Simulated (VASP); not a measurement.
TiSi2:

```
Ti Si
1.0
    -1.44280    1.67718    4.12610
     1.44280   -1.67718    4.12610
     1.44280    1.67718   -4.12610
Ti Si
1 2
Direct
  0.00000 0.00000 0.00000
  0.67008 0.67008 0.00000
  0.32992 0.32992 0.00000
```

Base run:

| Quantity | Value |
| --- | --- |
| Program | VASP 6.6.1 |
| Functional | PBEsol |
| Potentials or basis | VASP PAW PBE potentials, release 64 (Ti_sv, Si) |
| Cutoff | 520 eV |
| k mesh | 12 × 12 × 12 |
| Occupations | fermi-dirac, width 0.05 eV |
| Spin | no spin polarisation |

Its results: band gap on the k mesh zero (band 10 reaches 12.12 eV, above the bottom of band 11 at 9.62 eV); pressure 5.9 GPa; largest force 0.026 eV/Å.

Q: The run is repeated on the same cell with these changes: functional from PBEsol to LDA; potentials or basis from VASP PAW PBE potentials, release 64 (Ti_sv, Si) to VASP PAW LDA potentials, release 64 (Ti_sv, Si). What comes out?

A: Band gap on the k mesh zero (band 10 reaches 12.06 eV, above the bottom of band 11 at 9.61 eV); pressure 2.6 GPa; largest force 0.066 eV/Å.

Caveats: the PAW data sets were made with another functional, which shifts forces and pressure a little (some runs).
